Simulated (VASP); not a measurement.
# SrO (R-3m) in VASP: a series of runs, part 2 of 2

VASP 6.6.1. Earlier steps stand in the parts before.

## (4) Electric field gradients, LDA (equal xy, yz and zx shear strains of +1 %)

Contents of INCAR:

```
SYSTEM = SrO
PREC     = Accurate       ! precision mode
ENCUT    = 520            ! plane-wave cutoff, eV
EDIFF    = 1E-8           ! SCF threshold, eV
ISMEAR   = -1             ! smearing method
SIGMA    = 0.02           ! smearing width, eV
LREAL    = .False.        ! projectors in reciprocal space
LASPH    = .True.         ! aspherical terms in the spheres
NELM     = 60             ! most SCF steps
ALGO     = Normal         ! electronic algorithm
ISIF     = 2              ! what is computed and relaxed
LWAVE    = .False.        ! write WAVECAR
LCHARG   = .False.        ! write CHGCAR
LEFG     = .True.       
NBANDS   = 15             ! bands
```

Contents of KPOINTS:

```
regular mesh
0
Gamma
  8 8 8
  0 0 0
```

Contents of POSCAR:

```
SrO
1.0
    0.0256980000      2.5826490000      2.5826490000
    2.5826490000      0.0256980000      2.5826490000
    2.5826490000      2.5826490000      0.0256980000
Sr O
1 1
Direct
    0.0000000000      0.0000000000      0.0000000000
    0.5000000000      0.5000000000      0.5000000000
```

Potentials or basis: VASP PAW LDA potentials, release 64 (Sr_sv, O).

Command:

```sh
> cat potpaw_LDA.64/Sr_sv/POTCAR potpaw_LDA.64/O/POTCAR > POTCAR
> mpirun -np 1 vasp_std > vasp.out
```

OUTCAR:

```text
SYSTEM = SrO
   PREC = Accurate
   ENCUT = 520
   EDIFF = 1E-8
   ISMEAR = -1
   LREAL = .False.
   LASPH = .True.
   NELM = 60
   ISIF = 2

 ion  position               nearest neighbor table
   1  0.000  0.000  0.000-   2 2.57   2 2.57   2 2.57   2 2.57   2 2.57   2 2.57
   2  0.500  0.500  0.500-   1 2.57   1 2.57   1 2.57   1 2.57   1 2.57   1 2.57

  LATTYP: Found a trigonal (rhomboedric) cell.
 ALAT       =     3.6525076457
 COS(alpha) =     0.5099250056

  Lattice vectors:

 A1 = (   0.0256980000,   2.5826490000,   2.5826490000)
 A2 = (   2.5826490000,   0.0256980000,   2.5826490000)
 A3 = (   2.5826490000,   2.5826490000,   0.0256980000)

Analysis of symmetry for initial positions (statically):
=====================================================================
 Subroutine PRICEL returns:
 Original cell was already a primitive cell.

 Routine SETGRP: Setting up the symmetry group for a
 trigonal (rhombohedral) supercell.

[... 619 lines left out ...]
  volume of cell :       33.94
      direct lattice vectors                 reciprocal lattice vectors
     0.025698000  2.582649000  2.582649000    -0.196513444  0.194577351  0.194577351
     2.582649000  0.025698000  2.582649000     0.194577351 -0.196513444  0.194577351
     2.582649000  2.582649000  0.025698000     0.194577351  0.194577351 -0.196513444

 POSITION                                       TOTAL-FORCE (eV/Angst)
 -----------------------------------------------------------------------------------
      0.00000      0.00000      0.00000        -0.000000     -0.000000     -0.000000
      2.59550      2.59550      2.59550         0.000000      0.000000      0.000000
 -----------------------------------------------------------------------------------
    total drift:                                0.000000      0.000000      0.000000

  FREE ENERGIE OF THE ION-ELECTRON SYSTEM (eV)
  ---------------------------------------------------
  free  energy   TOTEN  =       -13.3730569531 eV

  energy  without entropy=      -13.3730569531  energy(sigma->0) =      -13.37305695

 Electric field gradients (V/A^2)
---------------------------------------------------------------------
 ion       V_xx      V_yy      V_zz      V_xy      V_xz      V_yz
---------------------------------------------------------------------
   1       0.000    -0.000    -0.000    -3.789    -3.789    -3.789
   2       0.000     0.000     0.000     0.515     0.515     0.515
---------------------------------------------------------------------

 Electric field gradients after diagonalization (V/A^2)
 (convention: |V_zz| > |V_xx| > |V_yy|)
----------------------------------------------------------------------
 ion       V_xx      V_yy      V_zz     asymmetry (V_yy - V_xx)/ V_zz
----------------------------------------------------------------------
   1       3.789     3.789    -7.577       0.000
   2      -0.515    -0.515     1.030       0.000
----------------------------------------------------------------------

           NMR quadrupolar parameters

 Cq : quadrupolar parameter    Cq=e*Q*V_zz/h
 eta: asymmetry parameters     (V_yy - V_xx)/ V_zz
 Q  : nuclear electric quadrupole moment in mb (millibarn)
----------------------------------------------------------------------
 ion       Cq(MHz)       eta       Q (mb)
----------------------------------------------------------------------
   1      -0.018       0.000       1.000
   2       0.002       0.000       1.000
----------------------------------------------------------------------
```

stdout:

```text
POSCAR found type information on POSCAR SrO
 POSCAR found :  2 types and       2 ions
 scaLAPACK will be used
 LDA part: xc-table for (Slater(with rela. corr.)+CA(PZ))
 , standard interpolation
 POSCAR, INCAR and KPOINTS ok, starting setup
 FFT: planning ... GRIDC
 FFT: planning ... GRID_SOFT
 FFT: planning ... GRID
 WAVECAR not read
 entering main loop
ion   1

ion   2
```

Run time: 14 s. Hardware: 1 thread of Intel Xeon 6975P-C (Granite Rapids), shared host; peak memory 0.16 GiB.

Results:

```
Free energy            : -13.3731 eV
Pressure               : -3.5 GPa
Band gap on the k mesh : 3.09 eV, indirect (least direct gap 3.17 eV)
```

Levels at points of the mesh, in eV from the valence-band top:
| k point | band 6 | band 7 | band 8 | band 9 | band 10 | band 11 |
| --- | --- | --- | --- | --- | --- | --- |
| (0.00, 0.00, 0.00) | -0.03 | 0.00 | 0.00 | 3.80 | 5.97 | 6.16 |
| (0.50, 0.00, 0.00) | -2.26 | -1.22 | -1.15 | 6.45 | 8.28 | 8.73 |
| (0.50, 0.50, 0.00) | -0.44 | -0.11 | -0.08 | 3.09 | 7.75 | 10.18 |
| (0.50, 0.50, 0.50) | -2.26 | -1.13 | -1.13 | 6.40 | 8.25 | 8.73 |

Electric field gradients, principal values (V/Å²):
```csv
atom,least,middle,greatest (by size)
1 Sr,3.789,3.789,-7.577
2 O,-0.515,-0.515,1.030
```

Caveat: the cell differs from its parent crystal (equal xy, yz and zx shear strains of +1 %); without QUAD_EFG the Cq values of the log hold for a quadrupole moment of 1 mb, not for the nuclei.

## (5) Electric field gradients, LDA (equal xy, yz and zx shear strains of +3 %)

Contents of INCAR:

```
SYSTEM = SrO
  ALGO = Normal
  EDIFF = 1E-8
  ENCUT = 520
  ISIF = 2
  ISMEAR = -1
  LASPH = .TRUE.
  LCHARG = .FALSE.
  LEFG = .TRUE.
  LREAL = .FALSE.
  LWAVE = .FALSE.
  NBANDS = 15
  NELM = 100
  PREC = Accurate
  SIGMA = 0.02
```

Contents of KPOINTS:

```
k-points
0
G
  8 8 8
  0 0 0
```

Contents of POSCAR:

```
SrO
1.0
    0.0770940000      2.6083470000      2.6083470000
    2.6083470000      0.0770940000      2.6083470000
    2.6083470000      2.6083470000      0.0770940000
Sr O
1 1
Direct
    0.0000000000      0.0000000000      0.0000000000
    0.5000000000      0.5000000000      0.5000000000
```

Potentials or basis: VASP PAW LDA potentials, release 64 (Sr_sv, O).

Command:

```sh
> cat potpaw_LDA.64/Sr_sv/POTCAR potpaw_LDA.64/O/POTCAR > POTCAR
> mpirun -np 1 vasp_std > vasp.out
```

OUTCAR:

```text
SYSTEM = SrO
   EDIFF = 1E-8
   ENCUT = 520
   ISIF = 2
   ISMEAR = -1
   LASPH = .TRUE.
   LREAL = .FALSE.
   NELM = 100
   PREC = Accurate

 ion  position               nearest neighbor table
   1  0.000  0.000  0.000-   2 2.57   2 2.57   2 2.57   2 2.57   2 2.57   2 2.57
   2  0.500  0.500  0.500-   1 2.57   1 2.57   1 2.57   1 2.57   1 2.57   1 2.57

  LATTYP: Found a trigonal (rhomboedric) cell.
 ALAT       =     3.6895652359
 COS(alpha) =     0.5293254421

  Lattice vectors:

 A1 = (   0.0770940000,   2.6083470000,   2.6083470000)
 A2 = (   2.6083470000,   0.0770940000,   2.6083470000)
[... 644 lines left out ...]
  free  energy   TOTEN  =       -13.3584990792 eV

  energy  without entropy=      -13.3584990792  energy(sigma->0) =      -13.35849908

 Electric field gradients (V/A^2)
---------------------------------------------------------------------
 ion       V_xx      V_yy      V_zz      V_xy      V_xz      V_yz
---------------------------------------------------------------------
   1      -0.000    -0.000     0.000   -11.517   -11.517   -11.517
   2      -0.000    -0.000    -0.000     1.674     1.674     1.674
---------------------------------------------------------------------

 Electric field gradients after diagonalization (V/A^2)
 (convention: |V_zz| > |V_xx| > |V_yy|)
----------------------------------------------------------------------
 ion       V_xx      V_yy      V_zz     asymmetry (V_yy - V_xx)/ V_zz
----------------------------------------------------------------------
   1      11.517    11.517   -23.033       0.000
   2      -1.674    -1.674     3.348       0.000
----------------------------------------------------------------------

           NMR quadrupolar parameters

 Cq : quadrupolar parameter    Cq=e*Q*V_zz/h
 eta: asymmetry parameters     (V_yy - V_xx)/ V_zz
 Q  : nuclear electric quadrupole moment in mb (millibarn)
----------------------------------------------------------------------
 ion       Cq(MHz)       eta       Q (mb)
----------------------------------------------------------------------
   1      -0.056       0.000       1.000
   2       0.008       0.000       1.000
----------------------------------------------------------------------
```

stdout:

```text
POSCAR found type information on POSCAR SrO
 POSCAR found :  2 types and       2 ions
 scaLAPACK will be used
 LDA part: xc-table for (Slater(with rela. corr.)+CA(PZ))
 , standard interpolation
 POSCAR, INCAR and KPOINTS ok, starting setup
 FFT: planning ... GRIDC
 FFT: planning ... GRID_SOFT
 FFT: planning ... GRID
 WAVECAR not read
 entering main loop
ion   1

ion   2
```

Run time: 13 s. Hardware: 1 thread of Intel Xeon 6975P-C (Granite Rapids), shared host; peak memory 0.16 GiB.

Results:

- Free energy: -13.3585 eV
- Pressure: -3.5 GPa
- Band gap on the k mesh: 3.05 eV, indirect (least direct gap 3.13 eV)

Levels at points of the mesh, in eV from the valence-band top:
```tsv
k point	band 6	band 7	band 8	band 9	band 10	band 11
(0.00, 0.00, 0.00)	-0.10	0.00	0.00	3.75	5.73	6.23
(0.50, 0.00, 0.00)	-2.29	-1.35	-1.14	6.39	8.27	8.60
(0.50, 0.50, 0.00)	-0.47	-0.16	-0.08	3.05	7.70	10.11
(0.50, 0.50, 0.50)	-2.29	-1.06	-1.06	6.28	8.19	8.56
```

Electric field gradients, principal values (V/Å²):
```csv
atom,least,middle,greatest (by size)
1 Sr,11.517,11.517,-23.033
2 O,-1.674,-1.674,3.348
```

Caveat: the cell differs from its parent crystal (equal xy, yz and zx shear strains of +3 %); without QUAD_EFG the Cq values of the log hold for a quadrupole moment of 1 mb, not for the nuclei. A k mesh can miss the band edges.

## (6) Overview

```tsv
cell	gap on the mesh (eV)	pressure (GPa)
a = 3.598 Å, angles 61.3°, 2 atoms	3.05	-3.5
a = 3.653 Å, angles 59.3°, 2 atoms	3.09	-3.5
a = 3.690 Å, angles 58.0°, 2 atoms	3.05	-3.5
```

Alike in all rows: task electric field gradients; level LDA; potentials or basis VASP PAW LDA potentials, release 64 (Sr_sv, O); no spin polarisation; k mesh 8 × 8 × 8; cutoff (eV) 520; smearing fermi-dirac 0.02 eV.

Absolute energies hang on the potentials; compare differences alone.
